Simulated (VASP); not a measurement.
# Cu in VASP: single point with PBEsol

Aim: the single point of Cu with PBEsol.

Program: VASP 6.6.1. These are calculated values, not measurements. Logs are shortened: lines on timing, memory, paths and dates and some standing lists are left out, and cuts for length are marked.

## Step 1: The cell of the first run

The typed cell holds 2 atoms: a = 2.455 Å, b = 2.455 Å, c = 3.969 Å, α = 87.19°, β = 87.19°, γ = 72.13°.

## Step 2: Single point, PBEsol

Input file INCAR:

```
PREC = Accurate
ENCUT = 520
EDIFF = 1E-7
ISMEAR = 0
SIGMA = 0.15
LREAL = False
LASPH = True
NELM = 60
ALGO = Fast
ISIF = 2
LWAVE = False
LCHARG = True
GGA = PS
LELF = True
LVHAR = True
NBANDS = 18
```

Input file KPOINTS:

```
Automatic mesh
0
Gamma
  14 14 8
```

Input file POSCAR:

```
Cu
1.0
    1.4450917219     -1.4450917219     -1.3600072129
    1.4450917219      1.4450917219     -1.3600072129
    2.8901834438      0.0000000000      2.7200144258
Cu
2
Direct
   -0.0013411819     -0.0012363627     -0.0000021176
    0.5013411819      0.5012363627      0.5000021176
```

Potentials or basis: VASP PAW PBE potentials, release 64 (Cu).

Launch:

```console
cat potpaw_PBE.64/Cu/POTCAR > POTCAR
mpirun -np 1 vasp_std > vasp.out
```

OUTCAR:

```text
PREC = Accurate
   ENCUT = 520
   EDIFF = 1E-7
   ISMEAR = 0
   LREAL = False
   LASPH = True
   NELM = 60
   ISIF = 2
   GGA = PS

 ion  position               nearest neighbor table
   1  0.999  0.999  1.000-   2 2.45   2 2.45   2 2.46   2 2.46   2 2.71   2 2.73
   2  0.501  0.501  0.500-   1 2.45   1 2.45   1 2.46   1 2.46   1 2.71   1 2.73

  LATTYP: Found a base centered monoclinic cell.
 ALAT       =     3.9688334326
 B/A-ratio  =     0.7282198895
 C/A-ratio  =     1.0000000000
 COS(beta)  =    -0.0606084150

  Lattice vectors:

 A1 = (  -1.4450917219,   1.4450917219,   1.3600072129)
 A2 = (  -1.4450917219,  -1.4450917219,   1.3600072129)
 A3 = (   2.8901834438,   0.0000000000,   2.7200144258)

Analysis of symmetry for initial positions (statically):
=====================================================================
 Subroutine PRICEL returns:
 Original cell was already a primitive cell.

 Routine SETGRP: Setting up the symmetry group for a
 base centered monoclinic supercell.

 Subroutine GETGRP returns: Found  2 space group operations
 (whereof  1 operations were pure point group operations)
 out of a pool of  4 trial point group operations.

The static configuration has the point symmetry C_1 .
 The point group associated with its full space group is S_2 .

Analysis of symmetry for dynamics (positions and initial velocities):
=====================================================================
 Subroutine PRICEL returns:
 Original cell was already a primitive cell.

 Routine SETGRP: Setting up the symmetry group for a
 base centered monoclinic supercell.

 Subroutine GETGRP returns: Found  2 space group operations
 (whereof  1 operations were pure point group operations)
 out of a pool of  4 trial point group operations.

The dynamic configuration has the point symmetry C_1 .
 The point group associated with its full space group is S_2 .

 Subroutine INISYM returns: Found  2 space group operations
 (whereof  1 operations are pure point group operations),
 and found     1 'primitive' translations

----------------------------------------------------------------------------------------

                                     Primitive cell

  volume of cell :      22.7207

  direct lattice vectors                    reciprocal lattice vectors
     1.445091722 -1.445091722 -1.360007213     0.172999399 -0.345998799 -0.183822554
     1.445091722  1.445091722 -1.360007213     0.172999399  0.345998799 -0.183822554
     2.890183444  0.000000000  2.720014426     0.172999399  0.000000000  0.183822554

  length of vectors
     2.454831927  2.454831927  3.968833433     0.428292765  0.428292765  0.252427264

  position of ions in fractional coordinates (direct lattice)
     0.998658818  0.998763637  0.999997882
     0.501341182  0.501236363  0.500002118

  ion indices of the primitive-cell ions
   primitive index   ion index
                 1           1
                 2           2

----------------------------------------------------------------------------------------

 KPOINTS: Automatic mesh

Automatic generation of k-mesh.
 Grid dimensions read from file:
 generate k-points for:   14   14    8

 Generating k-lattice:

  Cartesian coordinates                     Fractional coordinates (reciprocal lattice)
     0.012357100 -0.024714200 -0.013130182     0.071428571  0.000000000  0.000000000
     0.012357100  0.024714200 -0.013130182     0.000000000  0.071428571  0.000000000
     0.021624925  0.000000000  0.022977819     0.000000000  0.000000000  0.125000000

  Length of vectors
     0.030592340  0.030592340  0.031553408

  Shift w.r.t. Gamma in fractional coordinates (k-lattice)
     0.000000000  0.000000000  0.000000000

 Subroutine IBZKPT returns following result:
 ===========================================

 Found    788 irreducible k-points:

 Following reciprocal coordinates:
            Coordinates               Weight
  0.000000  0.000000  0.000000      1.000000
  0.071429  0.000000  0.000000      2.000000
 -0.000000 -0.071429 -0.000000      2.000000
  0.142857  0.000000  0.000000      2.000000
 -0.000000 -0.142857 -0.000000      2.000000
  0.214286  0.000000  0.000000      2.000000
[... 16 lines left out ...]
  0.357143  0.071429  0.000000      2.000000
 -0.071429 -0.357143  0.000000      2.000000
 [... further k-points ...]
   k-points           NKPTS =    788   k-points in BZ     NKDIM =    788   number of bands    NBANDS=     18
   number of dos      NEDOS =    301   number of ions     NIONS =      2
   total plane-waves  NPLWV =   9720
   dimension x,y,z NGX =    18 NGY =   18 NGZ =   30
   dimension x,y,z NGXF=    36 NGYF=   36 NGZF=   60
   ions per type =               2
   NGX,Y,Z   is equivalent  to a cutoff of  12.19, 12.19, 12.57 a.u.
   NGXF,Y,Z  is equivalent  to a cutoff of  24.38, 24.38, 25.13 a.u.
 SYSTEM =  unknown system
   PREC   = accura    normal or accurate (medium, high low for compatibility)
   ISTART =      0    job   : 0-new  1-cont  2-samecut
   ICHARG =      2    charge: 1-file 2-atom 10-const
   ISPIN  =      1    spin polarized calculation?
   LNONCOLLINEAR =      F non collinear calculations
   LSORBIT =      F    spin-orbit coupling
   LASPH  =      T    aspherical Exc in radial PAW
   ENCUT  =  520.0 eV  38.22 Ry    6.18 a.u.   4.56  4.56  7.38*2*pi/ulx,y,z
   NELM   =     60;   NELMIN=  2; NELMDL= -5     # of ELM steps
   EDIFF  = 0.1E-06   stopping-criterion for ELM
   LREAL  =      F    real-space projection
   EDIFFG = 0.1E-05   stopping-criterion for IOM
   NSW    =      0    number of steps for IOM
   IBRION =     -1    ionic relax: 0-MD 1-quasi-New 2-CG
   NFREE  =      0    steps in history (QN), initial steepest desc. (CG)
   ISIF   =      2    stress and relaxation
   ISYM   =      2    0-nonsym 1-usesym 2-fastsym
   POTIM  = 0.5000    time-step for ionic-motion
   TEBEG  =    0.0;   TEEND  =   0.0 temperature during run
   PSTRESS=    0.0 pullay stress
   NELECT =      22.0000    total number of electrons
   NUPDOWN=      -1.0000    fix difference up-down
   EMIN   =  10.00;   EMAX   =-10.00  energy-range for DOS
   EFERMI =   0.00;   METHOD = LEGACY
   ISMEAR =     0;   SIGMA  =   0.15  broadening in eV -4-tet -1-fermi 0-gaus
   EFERMI_NEDOS =   21; number of points for ismear=-14 and -15
   IALGO  =     68    algorithm
   IMIX   =      4    mixing-type and parameters
     AMIX     =   0.40;   BMIX     =  1.00
     AMIX_MAG =   1.60;   BMIX_MAG =  1.00
  volume/ion in A,a.u.               =      11.36        76.66
  Fermi-wavevector in a.u.,A,eV,Ry     =   1.619602  3.060605 35.689600  2.623112
  Thomas-Fermi vector in A             =   2.713677
   LORBIT       =      0    0 simple, 1 ext, 2 COOP (PROOUT), +10 PAW based schemes
   GGA     = PS    functional components
   LHFCALC =     F    Hartree Fock is set to
   AEXX    =    0.0000 exact exchange contribution
   IVDW    =     0    specifies the selected vdW correction
   LEPSILON=     F    determine dielectric tensor
   LRPA    =     F    only Hartree local field effects (RPA)
 non-spin polarized calculation
 RMM-DIIS sequential band-by-band and
 Gauss-broadening in eV      SIGMA  =   0.15
  energy-cutoff  :      520.00
  volume of cell :       22.72
 maximum number of plane-waves:       630
   NGX =  9   NGY =  9   NGZ = 15

 number of electron      22.0000010 magnetization

 Free energy of the ion-electron system (eV)
  ---------------------------------------------------
  ext. energy  EPLUGINS =         0.00000000
  ---------------------------------------------------
  free energy    TOTEN  =        -8.53850715 eV

  energy without entropy =       -8.52887345  energy(sigma->0) =       -8.53369030

 E-fermi :   7.9023     XC(G=0): -13.1373

 val. band max:        7.9014800960   @ k =   0.5000   0.1429   0.3750
 cond. band min:       7.9029033831   @ k =   0.5000   0.2857   0.0000
 fundamental gap:      0.0014232870
 Fermi energy:         7.9022599811

 k-point     1 :       0.0000    0.0000    0.0000
  band No.  band energies     occupation
      1      -1.7939      2.00000
      2       2.6389      2.00000
      3       3.8028      2.00000
      4       4.4973      2.00000
      5       4.7551      2.00000
      6       4.7551      2.00000
[... 10 lines left out ...]
     17      32.3534      0.00000
     18      32.6518      0.00000

 k-point     2 :       0.0714    0.0000    0.0000
  band No.  band energies     occupation
      1      -1.6450      2.00000
      2       2.7221      2.00000
      3       3.8206      2.00000
      4       4.5024      2.00000
      5       4.7385      2.00000
      6       4.7981      2.00000
[... 10 lines left out ...]
     17      31.1662      0.00000
     18      32.3753      0.00000

 k-point     3 :      -0.0000   -0.0714   -0.0000
  band No.  band energies     occupation
      1      -1.6450      2.00000
      2       2.7221      2.00000
      3       3.8206      2.00000
      4       4.5024      2.00000
      5       4.7385      2.00000
      6       4.7981      2.00000
[... 10 lines left out ...]
     17      31.1662      0.00000
     18      32.3742      0.00000

 k-point     4 :       0.1429    0.0000    0.0000
  band No.  band energies     occupation
      1      -1.2049      2.00000
      2       2.9532      2.00000
      3       3.8637      2.00000
      4       4.4842      2.00000
      5       4.6885      2.00000
      6       4.9513      2.00000
[... 375 lines left out ...]
      4       4.2621      2.00000
      5       4.2819      2.00000
      6       4.4330      2.00000
[... 10 lines left out ...]
     17      27.1865      0.00000
     18      27.8058      0.00000

 k-point    23 :       0.3571    0.0714    0.0000
  band No.  band energies     occupation
      1       1.2886      2.00000
      2       3.8383      2.00000
      3       3.9686      2.00000
      4       4.0802      2.00000
      5       4.1249      2.00000
      6       4.2894      2.00000
[... 10 lines left out ...]
     17      25.4731      0.00000
     18      28.2018      0.00000

 k-point    24 :      -0.0714   -0.3571    0.0000
  band No.  band energies     occupation
      1       1.2886      2.00000
      2       3.8383      2.00000
      3       3.9686      2.00000
      4       4.0802      2.00000
      5       4.1249      2.00000
      6       4.2894      2.00000
[... 10 lines left out ...]
     17      25.4731      0.00000
     18      28.2019      0.00000

 [... further k-points ...]

------------------------ aborting loop because EDIFF is reached ----------------------------------------

  FORCE on cell =-STRESS in cart. coord.  units (eV):
  Direction    XX          YY          ZZ          XY          YZ          ZX
  --------------------------------------------------------------------------------------
  -------------------------------------------------------------------------------------
  Total        0.2115850      0.2224602      0.2268457      0.0000125     -0.0000215      0.0059161
  in kB       14.9201593     15.6870321     15.9962871      0.0008802     -0.0015191      0.4171778
  external PRESSURE =      15.5344928 kB  Pullay stress =       0.0000000 kB

 VOLUME and BASIS-vectors are now :
 -----------------------------------------------------------------------------
  energy-cutoff  :      520.00
  volume of cell :       22.72
      direct lattice vectors                 reciprocal lattice vectors
     1.445091722 -1.445091722 -1.360007213     0.172999399 -0.345998799 -0.183822554
     1.445091722  1.445091722 -1.360007213     0.172999399  0.345998799 -0.183822554
     2.890183444  0.000000000  2.720014426     0.172999399  0.000000000  0.183822554

 POSITION                                       TOTAL-FORCE (eV/Angst)
 -----------------------------------------------------------------------------------
      5.77664      0.00015      0.00350         0.001817     -0.001129     -0.002008
      2.89391     -0.00015     -0.00350        -0.001817      0.001129      0.002008
 -----------------------------------------------------------------------------------
    total drift:                                0.000000     -0.000000     -0.000000

  FREE ENERGIE OF THE ION-ELECTRON SYSTEM (eV)
  ---------------------------------------------------
  free  energy   TOTEN  =        -8.5385071544 eV

  energy  without entropy=       -8.5288734495  energy(sigma->0) =       -8.53369030
```

It took 1.9 min on 1 thread of Intel Xeon 6975P-C (Granite Rapids), shared host; peak memory 0.35 GiB.

Results:

| Property | Result |
| --- | --- |
| Free energy | -8.5385 eV |
| Pressure | 1.6 GPa |
| Band gap on the k mesh | zero (bands 11 and 12 overlap by 6.27 eV) |

Forces in eV/Å, atoms in the order of the input:
```
Cu   0.002 -0.001 -0.002
Cu  -0.002  0.001  0.002
```

Stress tensor (GPa, compression positive):
```
1.49 0.00 0.04
0.00 1.57 0.00
0.04 0.00 1.60
```

Caveat: the PAW data sets were made with another functional, which shifts forces and pressure a little.
